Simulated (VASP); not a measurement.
# Ir (I4/mmm) in VASP: a series of runs

The runs below take Ir through electric field gradients, with PBEsol.

Everything below comes from runs of VASP 6.6.1. Logs are shortened: lines on timing, memory, paths and dates and some standing lists are left out, and cuts for length are marked.

### 1 The cell of the first run

Symmetry: I4/mmm, No. 139, tetragonal system. The conventional cell has a = 2.742 Å, b = 2.742 Å, c = 3.839 Å, α = 90.00°, β = 90.00°, γ = 90.00°. Within 3.6 Å of Ir (site symmetry 4/mmm) lie 12 Ir at 2.73 to 2.74 Å.

### 2 Electric field gradients, PBEsol (equal xx and yy strain of +1 %)

File INCAR:

```
SYSTEM = Ir
  ALGO = Normal
  EDIFF = 1E-8
  ENCUT = 520
  GGA = PS
  ISIF = 2
  ISMEAR = -1
  LASPH = .TRUE.
  LCHARG = .FALSE.
  LEFG = .TRUE.
  LREAL = .FALSE.
  LWAVE = .FALSE.
  NBANDS = 10
  NELM = 80
  PREC = Accurate
  SIGMA = 0.05
```

File KPOINTS:

```
k-points
0
G
  15 15 15
  0 0 0
```

File POSCAR:

```
Ir
1.0
    0.0000000000      1.9388970000      1.9197000000
    1.9388970000      0.0000000000      1.9197000000
    1.9388970000      1.9388970000      0.0000000000
Ir
1
Direct
    0.0000000000      0.0000000000      0.0000000000
```

Potentials or basis: VASP PAW PBE potentials, release 64 (Ir).

The run is started by

```bash
$ cat potpaw_PBE.64/Ir/POTCAR > POTCAR
$ mpirun -np 1 vasp_std > vasp.out
```

OUTCAR:

```text
SYSTEM = Ir
   EDIFF = 1E-8
   ENCUT = 520
   GGA = PS
   ISIF = 2
   ISMEAR = -1
   LASPH = .TRUE.
   LREAL = .FALSE.
   NELM = 80
   PREC = Accurate

 ion  position               nearest neighbor table
   1  0.000  0.000  0.000-

  LATTYP: Found a body centered tetragonal cell.
 ALAT       =     2.7420144334
 C/A-ratio  =     1.4002114479

  Lattice vectors:

 A1 = (   0.0000000000,  -1.9388970000,  -1.9197000000)
 A2 = (   0.0000000000,   1.9388970000,  -1.9197000000)
 A3 = (   1.9388970000,   0.0000000000,   1.9197000000)

Analysis of symmetry for initial positions (statically):
=====================================================================
 Subroutine PRICEL returns:
 Original cell was already a primitive cell.

 Routine SETGRP: Setting up the symmetry group for a
 body centered tetragonal supercell.

 Subroutine GETGRP returns: Found 16 space group operations
 (whereof 16 operations were pure point group operations)
 out of a pool of 16 trial point group operations.

The static configuration has the point symmetry D_4h.

Analysis of symmetry for dynamics (positions and initial velocities):
=====================================================================
 Subroutine PRICEL returns:
 Original cell was already a primitive cell.

 Routine SETGRP: Setting up the symmetry group for a
 body centered tetragonal supercell.

 Subroutine GETGRP returns: Found 16 space group operations
 (whereof 16 operations were pure point group operations)
 out of a pool of 16 trial point group operations.

The dynamic configuration has the point symmetry D_4h.

 Subroutine INISYM returns: Found 16 space group operations
 (whereof 16 operations are pure point group operations),
 and found     1 'primitive' translations

----------------------------------------------------------------------------------------

                                     Primitive cell

  volume of cell :      14.4335

  direct lattice vectors                    reciprocal lattice vectors
     0.000000000  1.938897000  1.919700000    -0.257878577  0.257878577  0.260457363
     1.938897000  0.000000000  1.919700000     0.257878577 -0.257878577  0.260457363
     1.938897000  1.938897000  0.000000000     0.257878577  0.257878577 -0.260457363
[... 123 lines left out ...]
  ext. energy  EPLUGINS =         0.00000000
  ---------------------------------------------------
  free energy    TOTEN  =        -9.81816780 eV

  energy without entropy =       -9.80988499  energy(sigma->0) =       -9.81402640

 E-fermi :   9.9462     XC(G=0): -13.9846

 val. band max:        9.9434088792   @ k =  -0.3333   0.0667   0.2667
 cond. band min:       9.9497462172   @ k =  -0.3333   0.2667   0.0667
 fundamental gap:      0.0063373380
 Fermi energy:         9.9461995525

 k-point     1 :       0.0000    0.0000    0.0000
  band No.  band energies     occupation
      1      -1.0738      2.00000
      2       6.0719      2.00000
      3       6.0719      2.00000
      4       6.1973      2.00000
      5       8.6587      2.00000
      6       8.8264      2.00000
      7      24.2595      0.00000
      8      29.6088      0.00000
      9      29.6088      0.00000
     10      29.9193      0.00000
[... 287 lines left out ...]
 k-point    24 :       0.2000    0.1333    0.0000
  band No.  band energies     occupation
      1       0.5650      2.00000
      2       5.1390      2.00000
      3       6.8696      2.00000
      4       6.9260      2.00000
      5       7.8087      2.00000
      6       9.1346      2.00000
      7      26.8318      0.00000
      8      26.9075      0.00000
      9      29.8477      0.00000
     10      30.4237      0.00000

 [... further k-points ...]

------------------------ aborting loop because EDIFF is reached ----------------------------------------

  FORCE on cell =-STRESS in cart. coord.  units (eV):
  Direction    XX          YY          ZZ          XY          YZ          ZX
  --------------------------------------------------------------------------------------
  -------------------------------------------------------------------------------------
  Total       -0.9230991     -0.9230991     -0.5925540      0.0000000     -0.0000000      0.0000000
  in kB     -102.4674893   -102.4674893    -65.7757314      0.0000000     -0.0000000      0.0000000
  external PRESSURE =     -90.2369033 kB  Pullay stress =       0.0000000 kB

 VOLUME and BASIS-vectors are now :
 -----------------------------------------------------------------------------
  energy-cutoff  :      520.00
  volume of cell :       14.43
      direct lattice vectors                 reciprocal lattice vectors
     0.000000000  1.938897000  1.919700000    -0.257878577  0.257878577  0.260457363
     1.938897000  0.000000000  1.919700000     0.257878577 -0.257878577  0.260457363
     1.938897000  1.938897000  0.000000000     0.257878577  0.257878577 -0.260457363

 POSITION                                       TOTAL-FORCE (eV/Angst)
 -----------------------------------------------------------------------------------
      0.00000      0.00000      0.00000         0.000000     -0.000000      0.000000
 -----------------------------------------------------------------------------------
    total drift:                                0.000000     -0.000000     -0.000000

  FREE ENERGIE OF THE ION-ELECTRON SYSTEM (eV)
  ---------------------------------------------------
  free  energy   TOTEN  =        -9.8181678046 eV

  energy  without entropy=       -9.8098849871  energy(sigma->0) =       -9.81402640

 Electric field gradients (V/A^2)
---------------------------------------------------------------------
 ion       V_xx      V_yy      V_zz      V_xy      V_xz      V_yz
---------------------------------------------------------------------
   1       3.663     3.663    -7.325     0.000     0.000     0.000
---------------------------------------------------------------------

 Electric field gradients after diagonalization (V/A^2)
 (convention: |V_zz| > |V_xx| > |V_yy|)
----------------------------------------------------------------------
 ion       V_xx      V_yy      V_zz     asymmetry (V_yy - V_xx)/ V_zz
----------------------------------------------------------------------
   1       3.663     3.662    -7.325       0.000
----------------------------------------------------------------------

           NMR quadrupolar parameters

 Cq : quadrupolar parameter    Cq=e*Q*V_zz/h
 eta: asymmetry parameters     (V_yy - V_xx)/ V_zz
 Q  : nuclear electric quadrupole moment in mb (millibarn)
----------------------------------------------------------------------
 ion       Cq(MHz)       eta       Q (mb)
----------------------------------------------------------------------
   1      -0.018       0.000       1.000
----------------------------------------------------------------------
```

OSZICAR:

```text
N       E                     dE             d eps       ncg     rms          rms(c)
DAV:   1     0.469792517786E+02    0.46979E+02   -0.43600E+03  5856   0.817E+02
DAV:   2    -0.955794121314E+01   -0.56537E+02   -0.53544E+02  5880   0.194E+02
DAV:   3    -0.104572887458E+02   -0.89935E+00   -0.89684E+00  6728   0.301E+01
DAV:   4    -0.104651243761E+02   -0.78356E-02   -0.78340E-02  6506   0.259E+00
DAV:   5    -0.104652827919E+02   -0.15842E-03   -0.15841E-03  6586   0.351E-01    0.149E+01
DAV:   6    -0.991771883645E+01    0.54756E+00   -0.10115E+00  6454   0.121E+01    0.574E+00
DAV:   7    -0.982514853639E+01    0.92570E-01   -0.28682E-01  6810   0.586E+00    0.145E+00
DAV:   8    -0.982313356315E+01    0.20150E-02   -0.19791E-03  6186   0.437E-01    0.121E+00
DAV:   9    -0.981817415024E+01    0.49594E-02   -0.25095E-03  6332   0.720E-01    0.270E-02
DAV:  10    -0.981816601438E+01    0.81359E-05   -0.15314E-05  8282   0.419E-02    0.200E-02
DAV:  11    -0.981816772265E+01   -0.17083E-05   -0.12159E-06  6262   0.705E-03    0.213E-03
DAV:  12    -0.981816777433E+01   -0.51678E-07   -0.27283E-08  7790   0.176E-03    0.160E-03
DAV:  13    -0.981816780063E+01   -0.26298E-07   -0.18659E-09  3398   0.338E-04    0.104E-04
DAV:  14    -0.981816780462E+01   -0.39919E-08   -0.14895E-10  3082   0.159E-04
   1 F= -.98181678E+01 E0= -.98140264E+01  d E =-.828282E-02
```

Run time: 53 s. Hardware: 1 thread of Intel Xeon 8259CL, shared host; peak memory 0.16 GiB.

What came out:

```
Free energy                             : -9.8182 eV
Pressure                                : -9.0 GPa
Band gap on the k mesh                  : zero (an odd number of electrons rules out a gap without spin polarisation)
Largest electric field gradient by atom : Ir -7.3 V/Å²
```

Stress tensor (GPa, compression positive):
```
-10.25   0.00   0.00
  0.00 -10.25   0.00
  0.00   0.00  -6.58
```

Electric field gradients, principal values (V/Å²):
```tsv
atom	least	middle	greatest (by size)
1 Ir	3.662	3.663	-7.325
```

Caveat: the cell differs from its parent crystal (equal xx and yy strain of +1 %); the cell stands under tension; without QUAD_EFG the Cq values of the log hold for a quadrupole moment of 1 mb, not for the nuclei; the PAW data sets were made with another functional, which shifts forces and pressure a little; spin-orbit coupling is left out, which moves the levels of the heavy elements.

(Continued in part 2 of 2.)
